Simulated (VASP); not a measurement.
# Bi2O (P-3m1) in VASP: a series of runs

Bi2O is run at these levels: PBE; tasks: single point.

All numbers are computed with VASP 6.6.1; they aren't measurements. Logs are shortened: lines on timing, memory, paths and dates and some standing lists are left out, and cuts for length are marked.

### Step 1. The cell of the first run

It takes space group P-3m1 (No. 164, trigonal). Conventional cell: a = 3.534 Å, b = 3.534 Å, c = 6.207 Å, α = 90.00°, β = 90.00°, γ = 120.00°. Bi (site symmetry 3m) has 3 O at 2.63 Å within 3.5 Å. O (site symmetry -3m) has 6 Bi at 2.63 Å within 3.5 Å.

### Step 2. Single point, PBE

Contents of INCAR:

```
ALGO = Normal
EDIFF = 1E-7
ENCUT = 520
GGA = PE
ISIF = 2
ISMEAR = 0
LASPH = T
LCHARG = F
LREAL = F
LWAVE = F
NBANDS = 25
NELM = 60
PREC = Accurate
SIGMA = 0.1
```

Contents of KPOINTS:

```
k-points
0
Gamma
  6 6 4
```

Contents of POSCAR:

```
Bi2O
1.0
    3.5339458036      0.0000000000      0.0000000000
   -1.7669729018      3.0604868416      0.0000000000
    0.0000000000      0.0000000000      6.2074980960
Bi O
2 1
Direct
    0.3333333333      0.6666666667      0.2684331529
    0.6666666667      0.3333333333      0.7315668471
    0.0000000000      0.0000000000      0.0000000000
```

Potentials or basis: VASP PAW PBE potentials, release 64 (Bi_d, O).

Command:

```
> cat potpaw_PBE.64/Bi_d/POTCAR potpaw_PBE.64/O/POTCAR > POTCAR
> mpirun -np 1 vasp_std > vasp.out
```

OUTCAR:

```text
EDIFF = 1E-7
   ENCUT = 520
   GGA = PE
   ISIF = 2
   ISMEAR = 0
   LASPH = T
   LREAL = F
   NELM = 60
   PREC = Accurate

 ion  position               nearest neighbor table
   1  0.333  0.667  0.268-   3 2.63   3 2.63   3 2.63   2 3.53   2 3.53   2 3.53   2 3.91   2 3.91
                             2 3.91
   2  0.667  0.333  0.732-   3 2.63   3 2.63   3 2.63   1 3.53   1 3.53   1 3.53   1 3.91   1 3.91
                             1 3.91
   3  0.000  0.000  0.000-   1 2.63   2 2.63   2 2.63   1 2.63   2 2.63   1 2.63

  LATTYP: Found a hexagonal cell.
 ALAT       =     3.5339458036
 C/A-ratio  =     1.7565346049

  Lattice vectors:

 A1 = (   3.5339458036,   0.0000000000,   0.0000000000)
 A2 = (  -1.7669729018,   3.0604868416,   0.0000000000)
 A3 = (   0.0000000000,   0.0000000000,   6.2074980960)

Analysis of symmetry for initial positions (statically):
=====================================================================
 Subroutine PRICEL returns:
 Original cell was already a primitive cell.

 Routine SETGRP: Setting up the symmetry group for a
 hexagonal supercell.

 Subroutine GETGRP returns: Found 12 space group operations
 (whereof 12 operations were pure point group operations)
 out of a pool of 24 trial point group operations.

The static configuration has the point symmetry D_3d.

Analysis of symmetry for dynamics (positions and initial velocities):
=====================================================================
 Subroutine PRICEL returns:
 Original cell was already a primitive cell.

 Routine SETGRP: Setting up the symmetry group for a
 hexagonal supercell.

 Subroutine GETGRP returns: Found 12 space group operations
 (whereof 12 operations were pure point group operations)
 out of a pool of 24 trial point group operations.

The dynamic configuration has the point symmetry D_3d.

 Subroutine INISYM returns: Found 12 space group operations
 (whereof 12 operations are pure point group operations),
 and found     1 'primitive' translations

----------------------------------------------------------------------------------------

                                     Primitive cell

  volume of cell :      67.1378

  direct lattice vectors                    reciprocal lattice vectors
     3.533945804  0.000000000  0.000000000     0.282969818  0.163372700  0.000000000
    -1.766972902  3.060486842  0.000000000     0.000000000  0.326745401  0.000000000
     0.000000000  0.000000000  6.207498096     0.000000000  0.000000000  0.161095498

  length of vectors
     3.533945804  3.533945804  6.207498096     0.326745401  0.326745401  0.161095498

  position of ions in fractional coordinates (direct lattice)
     0.333333333  0.666666667  0.268433153
     0.666666667  0.333333333  0.731566847
     0.000000000  0.000000000  0.000000000

  ion indices of the primitive-cell ions
   primitive index   ion index
                 1           1
                 2           2
                 3           3

----------------------------------------------------------------------------------------

 KPOINTS: k-points

Automatic generation of k-mesh.
 Grid dimensions read from file:
 generate k-points for:    6    6    4

 Generating k-lattice:

  Cartesian coordinates                     Fractional coordinates (reciprocal lattice)
     0.047161636  0.027228783  0.000000000     0.166666667 -0.000000000  0.000000000
     0.000000000  0.054457567  0.000000000     0.000000000  0.166666667  0.000000000
     0.000000000  0.000000000  0.040273875     0.000000000  0.000000000  0.250000000

  Length of vectors
     0.054457567  0.054457567  0.040273875

  Shift w.r.t. Gamma in fractional coordinates (k-lattice)
     0.000000000  0.000000000  0.000000000

 Subroutine IBZKPT returns following result:
 ===========================================

 Found     24 irreducible k-points:

 Following reciprocal coordinates:
            Coordinates               Weight
  0.000000  0.000000  0.000000      1.000000
  0.166667  0.000000  0.000000      6.000000
  0.333333  0.000000  0.000000      6.000000
  0.500000  0.000000  0.000000      3.000000
  0.166667  0.166667  0.000000      6.000000
  0.333333  0.166667  0.000000     12.000000
[... 16 lines left out ...]
  0.333333  0.166667  0.500000     12.000000
  0.333333  0.333333  0.500000      2.000000
   k-points           NKPTS =     24   k-points in BZ     NKDIM =     24   number of bands    NBANDS=     25
   number of dos      NEDOS =    301   number of ions     NIONS =      3
   total plane-waves  NPLWV =  37632
   dimension x,y,z NGX =    28 NGY =   28 NGZ =   48
   dimension x,y,z NGXF=    56 NGYF=   56 NGZF=   96
   ions per type =               2   1
   NGX,Y,Z   is equivalent  to a cutoff of  13.17, 13.17, 12.86 a.u.
   NGXF,Y,Z  is equivalent  to a cutoff of  26.34, 26.34, 25.71 a.u.
 SYSTEM =  unknown system
   PREC   = accura    normal or accurate (medium, high low for compatibility)
   ISTART =      0    job   : 0-new  1-cont  2-samecut
   ICHARG =      2    charge: 1-file 2-atom 10-const
   ISPIN  =      1    spin polarized calculation?
   LNONCOLLINEAR =      F non collinear calculations
   LSORBIT =      F    spin-orbit coupling
   LASPH  =      T    aspherical Exc in radial PAW
   ENCUT  =  520.0 eV  38.22 Ry    6.18 a.u.   6.57  6.57 11.54*2*pi/ulx,y,z
   NELM   =     60;   NELMIN=  2; NELMDL= -5     # of ELM steps
   EDIFF  = 0.1E-06   stopping-criterion for ELM
   LREAL  =      F    real-space projection
   EDIFFG = 0.1E-05   stopping-criterion for IOM
   NSW    =      0    number of steps for IOM
   IBRION =     -1    ionic relax: 0-MD 1-quasi-New 2-CG
   NFREE  =      0    steps in history (QN), initial steepest desc. (CG)
   ISIF   =      2    stress and relaxation
   ISYM   =      2    0-nonsym 1-usesym 2-fastsym
   POTIM  = 0.5000    time-step for ionic-motion
   TEBEG  =    0.0;   TEEND  =   0.0 temperature during run
   PSTRESS=    0.0 pullay stress
   NELECT =      36.0000    total number of electrons
   NUPDOWN=      -1.0000    fix difference up-down
   EMIN   =  10.00;   EMAX   =-10.00  energy-range for DOS
   EFERMI =   0.00;   METHOD = LEGACY
   ISMEAR =     0;   SIGMA  =   0.10  broadening in eV -4-tet -1-fermi 0-gaus
   EFERMI_NEDOS =   21; number of points for ismear=-14 and -15
   IALGO  =     38    algorithm
   IMIX   =      4    mixing-type and parameters
     AMIX     =   0.40;   BMIX     =  1.00
     AMIX_MAG =   1.60;   BMIX_MAG =  1.00
  volume/ion in A,a.u.               =      22.38       151.02
  Fermi-wavevector in a.u.,A,eV,Ry     =   1.330005  2.513345 24.067533  1.768914
  Thomas-Fermi vector in A             =   2.459125
   LORBIT       =      0    0 simple, 1 ext, 2 COOP (PROOUT), +10 PAW based schemes
   GGA     = PE    functional components
   LHFCALC =     F    Hartree Fock is set to
   AEXX    =    0.0000 exact exchange contribution
   IVDW    =     0    specifies the selected vdW correction
   LEPSILON=     F    determine dielectric tensor
   LRPA    =     F    only Hartree local field effects (RPA)
 non-spin polarized calculation
 Gauss-broadening in eV      SIGMA  =   0.10
  energy-cutoff  :      520.00
  volume of cell :       67.14
 maximum number of plane-waves:      1829
 NGX is ok and might be reduce to    28
   NGX = 13   NGY = 13   NGZ = 23

 number of electron      36.0000011 magnetization

 Free energy of the ion-electron system (eV)
  ---------------------------------------------------
  ext. energy  EPLUGINS =         0.00000000
  ---------------------------------------------------
  free energy    TOTEN  =       -13.63286164 eV

  energy without entropy =      -13.62777926  energy(sigma->0) =      -13.63032045

 E-fermi :   8.0498     XC(G=0): -10.6147

 val. band max:        7.9808699922   @ k =   0.1667   0.1667   0.0000
 cond. band min:       8.1449814876   @ k =  -0.1667   0.5000   0.2500
 fundamental gap:      0.1641114955
 Fermi energy:         8.0497600909

 k-point     1 :       0.0000    0.0000    0.0000
  band No.  band energies     occupation
      1     -15.2894      2.00000
      2     -15.2756      2.00000
      3     -15.2512      2.00000
      4     -15.2512      2.00000
      5     -15.2416      2.00000
      6     -15.2416      2.00000
[... 17 lines left out ...]
     24      16.0971      0.00000
     25      17.4879      0.00000

 k-point     2 :       0.1667    0.0000    0.0000
  band No.  band energies     occupation
      1     -15.2848      2.00000
      2     -15.2671      2.00000
      3     -15.2493      2.00000
      4     -15.2327      2.00000
      5     -15.2225      2.00000
      6     -15.2222      2.00000
[... 17 lines left out ...]
     24      16.7466      0.00000
     25      17.2283      0.00000

 k-point     3 :       0.3333    0.0000    0.0000
  band No.  band energies     occupation
      1     -15.3168      2.00000
      2     -15.2721      2.00000
      3     -15.2647      2.00000
      4     -15.2357      2.00000
      5     -15.2271      2.00000
      6     -15.1956      2.00000
[... 17 lines left out ...]
     24      16.5132      0.00000
     25      17.6505      0.00000

 k-point     4 :       0.5000    0.0000    0.0000
  band No.  band energies     occupation
      1     -15.3387      2.00000
      2     -15.2919      2.00000
      3     -15.2715      2.00000
      4     -15.2433      2.00000
      5     -15.2267      2.00000
      6     -15.1868      2.00000
[... 17 lines left out ...]
     24      16.6842      0.00000
     25      17.3318      0.00000
[... 477 lines left out ...]
 k-point    22 :       0.1667    0.1667    0.5000
  band No.  band energies     occupation
      1     -15.2926      2.00000
      2     -15.2638      2.00000
      3     -15.2544      2.00000
      4     -15.2415      2.00000
      5     -15.2173      2.00000
      6     -15.2171      2.00000
[... 17 lines left out ...]
     24      16.6579      0.00000
     25      17.6839      0.00000

 k-point    23 :       0.3333    0.1667    0.5000
  band No.  band energies     occupation
      1     -15.2945      2.00000
      2     -15.2737      2.00000
      3     -15.2589      2.00000
      4     -15.2507      2.00000
      5     -15.2272      2.00000
      6     -15.1944      2.00000
[... 17 lines left out ...]
     24      15.5749      0.00000
     25      16.3843      0.00000

 k-point    24 :       0.3333    0.3333    0.5000
  band No.  band energies     occupation
      1     -15.2642      2.00000
      2     -15.2642      2.00000
      3     -15.2551      2.00000
      4     -15.2427      2.00000
      5     -15.1880      2.00000
      6     -15.1880      2.00000
[... 17 lines left out ...]
     24      15.8868      0.00000
     25      17.0818      0.00000

------------------------ aborting loop because EDIFF is reached ----------------------------------------

  FORCE on cell =-STRESS in cart. coord.  units (eV):
  Direction    XX          YY          ZZ          XY          YZ          ZX
  --------------------------------------------------------------------------------------
  -------------------------------------------------------------------------------------
  Total       -0.0717615     -0.0717615     -0.0287378     -0.0000000      0.0000000      0.0000000
  in kB       -1.7125173     -1.7125173     -0.6858005     -0.0000000      0.0000000      0.0000000
  external PRESSURE =      -1.3702784 kB  Pullay stress =       0.0000000 kB

 VOLUME and BASIS-vectors are now :
 -----------------------------------------------------------------------------
  energy-cutoff  :      520.00
  volume of cell :       67.14
      direct lattice vectors                 reciprocal lattice vectors
     3.533945804  0.000000000  0.000000000     0.282969818  0.163372700  0.000000000
    -1.766972902  3.060486842  0.000000000     0.000000000  0.326745401  0.000000000
     0.000000000  0.000000000  6.207498096     0.000000000  0.000000000  0.161095498

 POSITION                                       TOTAL-FORCE (eV/Angst)
 -----------------------------------------------------------------------------------
     -0.00000      2.04032      1.66630        -0.000000     -0.000000      0.015969
      1.76697      1.02016      4.54120         0.000000      0.000000     -0.015969
      0.00000      0.00000      0.00000         0.000000      0.000000     -0.000000
 -----------------------------------------------------------------------------------
    total drift:                                0.000000     -0.000000     -0.000000

  FREE ENERGIE OF THE ION-ELECTRON SYSTEM (eV)
  ---------------------------------------------------
  free  energy   TOTEN  =       -13.6328616393 eV

  energy  without entropy=      -13.6277792601  energy(sigma->0) =      -13.63032045
```

It took 48 s on 1 thread of Intel Xeon Platinum 8488C (Sapphire Rapids), shared host; peak memory 0.19 GiB.

Results:

```yaml
Free_energy: -13.6329 eV
Pressure: -0.1 GPa
Largest_force: 0.016 eV/Å
Band_gap_on_the_k_mesh: zero (band 18 reaches 11.39 eV, above the bottom of band 19 at 5.65 eV)
```

Forces in eV/Å, atoms in the order of the input:
```
Bi   0.000  0.000  0.016
Bi   0.000  0.000 -0.016
O    0.000  0.000  0.000
```

Levels at points of the mesh, in eV from the Fermi level:
```csv
k point,band 16,band 17,band 18,band 19,band 20,band 21
"(0.00, 0.00, 0.00)",-3.03,-2.65,3.34,3.34,4.64,5.13
"(0.50, 0.00, 0.00)",-4.07,-3.73,-0.43,1.39,1.90,2.13
"(0.00, 0.00, 0.50)",-3.04,0.49,0.64,4.11,4.11,4.15
"(0.50, 0.00, 0.50)",-3.46,-3.34,-1.19,0.57,1.05,3.69
```

Caveat: spin-orbit coupling is left out, which moves the levels of the heavy elements.

### Step 3. Single point, PBE

This run uses another cell than the first one, of 24.49 Å³/atom, 1.094 times its volume.

Contents of INCAR:

```
PREC = Accurate
ENCUT = 520
EDIFF = 1E-7
ISMEAR = 0
SIGMA = 0.1
LREAL = F
LASPH = T
NELM = 60
ALGO = Normal
ISIF = 2
LWAVE = F
LCHARG = T
GGA = PE
LELF = T
LVHAR = T
NBANDS = 25
```

Contents of KPOINTS:

```
Automatic mesh
0
Gamma
  6 6 4
```

Contents of POSCAR:

```
Bi2O
1.0
    3.7000015600      0.0000000000      0.0000000000
   -1.8500007800      3.2042953400      0.0000000000
    0.0000000000      0.0000000000      6.1963591700
Bi O
2 1
Direct
    0.3333333300      0.6666666700      0.2321269400
    0.6666666700      0.3333333300      0.7678730600
    0.0000000000      0.0000000000      0.0000000000
```

Potentials or basis: VASP PAW PBE potentials, release 64 (Bi_d, O).

Command:

```
> cat potpaw_PBE.64/Bi_d/POTCAR potpaw_PBE.64/O/POTCAR > POTCAR
> mpirun -np 1 vasp_std > vasp.out
```

OUTCAR:

```text
PREC = Accurate
   ENCUT = 520
   EDIFF = 1E-7
   ISMEAR = 0
   LREAL = F
   LASPH = T
   NELM = 60
   ISIF = 2
   GGA = PE

 ion  position               nearest neighbor table
   1  0.333  0.667  0.232-   3 2.58   3 2.58   3 2.58   2 3.58   2 3.58   2 3.58
   2  0.667  0.333  0.768-   3 2.58   3 2.58   3 2.58   1 3.58   1 3.58   1 3.58
   3  0.000  0.000  0.000-   1 2.58   2 2.58   1 2.58   2 2.58   2 2.58   1 2.58

  LATTYP: Found a hexagonal cell.
 ALAT       =     3.7000015600
 C/A-ratio  =     1.6746909615

  Lattice vectors:

 A1 = (   3.7000015600,   0.0000000000,   0.0000000000)
 A2 = (  -1.8500007800,   3.2042953400,   0.0000000000)
 A3 = (   0.0000000000,   0.0000000000,   6.1963591700)

Analysis of symmetry for initial positions (statically):
=====================================================================
 Subroutine PRICEL returns:
 Original cell was already a primitive cell.

 Routine SETGRP: Setting up the symmetry group for a
 hexagonal supercell.

[... 161 lines left out ...]
  ext. energy  EPLUGINS =         0.00000000
  ---------------------------------------------------
  free energy    TOTEN  =       -13.20891443 eV

  energy without entropy =      -13.20314073  energy(sigma->0) =      -13.20602758

 E-fermi :   7.4358     XC(G=0): -10.1395

 val. band max:        7.4060736352   @ k =   0.3333   0.3333   0.5000
 cond. band min:       7.4393318570   @ k =   0.3333   0.1667   0.0000
 fundamental gap:      0.0332582218
 Fermi energy:         7.4357851736

 k-point     1 :       0.0000    0.0000    0.0000
  band No.  band energies     occupation
      1     -16.2719      2.00000
      2     -16.2666      2.00000
      3     -16.2526      2.00000
      4     -16.2526      2.00000
      5     -16.2448      2.00000
      6     -16.2448      2.00000
[... 661 lines left out ...]
     24      14.0753      0.00000
     25      15.5889      0.00000

------------------------ aborting loop because EDIFF is reached ----------------------------------------

  FORCE on cell =-STRESS in cart. coord.  units (eV):
  Direction    XX          YY          ZZ          XY          YZ          ZX
  --------------------------------------------------------------------------------------
  -------------------------------------------------------------------------------------
  Total       -0.8111740     -0.8111740      0.4283331      0.0000000     -0.0000000     -0.0000000
  in kB      -17.6910476    -17.6910476      9.3415981      0.0000000     -0.0000000     -0.0000000
  external PRESSURE =      -8.6801657 kB  Pullay stress =       0.0000000 kB

 VOLUME and BASIS-vectors are now :
 -----------------------------------------------------------------------------
  energy-cutoff  :      520.00
  volume of cell :       73.46
      direct lattice vectors                 reciprocal lattice vectors
     3.700001560  0.000000000  0.000000000     0.270270156  0.156040548  0.000000000
    -1.850000780  3.204295340  0.000000000     0.000000000  0.312081095  0.000000000
     0.000000000  0.000000000  6.196359170     0.000000000  0.000000000  0.161385093

 POSITION                                       TOTAL-FORCE (eV/Angst)
 -----------------------------------------------------------------------------------
     -0.00000      2.13620      1.43834         0.000000     -0.000000      1.293245
      1.85000      1.06810      4.75802        -0.000000      0.000000     -1.293245
      0.00000      0.00000      0.00000         0.000000      0.000000      0.000000
 -----------------------------------------------------------------------------------
    total drift:                               -0.000000      0.000000      0.000000

  FREE ENERGIE OF THE ION-ELECTRON SYSTEM (eV)
  ---------------------------------------------------
  free  energy   TOTEN  =       -13.2089144259 eV

  energy  without entropy=      -13.2031407251  energy(sigma->0) =      -13.20602758
```

OSZICAR:

```text
N       E                     dE             d eps       ncg     rms          rms(c)
DAV:   1     0.370208218733E+03    0.37021E+03   -0.18762E+04  1200   0.174E+03
DAV:   2     0.231797478570E+02   -0.34703E+03   -0.33856E+03  1248   0.455E+02
DAV:   3    -0.139272780046E+02   -0.37107E+02   -0.36303E+02  1489   0.157E+02
DAV:   4    -0.153299687608E+02   -0.14027E+01   -0.13978E+01  1376   0.323E+01
DAV:   5    -0.153833378446E+02   -0.53369E-01   -0.53364E-01  1774   0.615E+00    0.903E+00
DAV:   6    -0.139767195592E+02    0.14066E+01   -0.12361E+01  1628   0.301E+01    0.776E+00
DAV:   7    -0.132034491733E+02    0.77327E+00   -0.49288E+00  1329   0.103E+01    0.156E+00
DAV:   8    -0.132355938263E+02   -0.32145E-01   -0.48903E-01  1273   0.316E+00    0.104E+00
DAV:   9    -0.132426231833E+02   -0.70294E-02   -0.22416E-01  1657   0.285E+00    0.145E+00
DAV:  10    -0.132079058406E+02    0.34717E-01   -0.10948E-01  1563   0.189E+00    0.240E-01
DAV:  11    -0.132088771208E+02   -0.97128E-03   -0.13543E-02  1238   0.606E-01    0.396E-02
DAV:  12    -0.132089784886E+02   -0.10137E-03   -0.51847E-04  1772   0.151E-01    0.637E-02
DAV:  13    -0.132089141552E+02    0.64333E-04   -0.29883E-04  1505   0.977E-02    0.935E-03
DAV:  14    -0.132089143625E+02   -0.20732E-06   -0.27226E-05  1313   0.272E-02    0.414E-03
DAV:  15    -0.132089144706E+02   -0.10814E-06   -0.39719E-06  1462   0.102E-02    0.216E-03
DAV:  16    -0.132089144259E+02    0.44742E-07   -0.46446E-07  1056   0.459E-03
   1 F= -.13208914E+02 E0= -.13206028E+02  d E =-.577370E-02
```

Run time: 47 s. Hardware: 1 thread of Intel Xeon Platinum 8488C (Sapphire Rapids), shared host; peak memory 0.2 GiB.

Results:

```
Free energy            : -13.2089 eV
Pressure               : -0.9 GPa
Largest force          : 1.293 eV/Å
Band gap on the k mesh : zero (band 18 reaches 9.46 eV, above the bottom of band 19 at 5.69 eV)
```

Forces on the atoms (eV/Å):
```
Bi   0.000  0.000  1.293
Bi   0.000  0.000 -1.293
O    0.000  0.000  0.000
```

Stress tensor (GPa, compression positive):
```
-1.77  0.00  0.00
 0.00 -1.77  0.00
 0.00  0.00  0.93
```

Caveat: spin-orbit coupling is left out, which moves the levels of the heavy elements; forces of over 1 eV/Å act on the atoms, so gaps and moduli don't describe the material at rest.
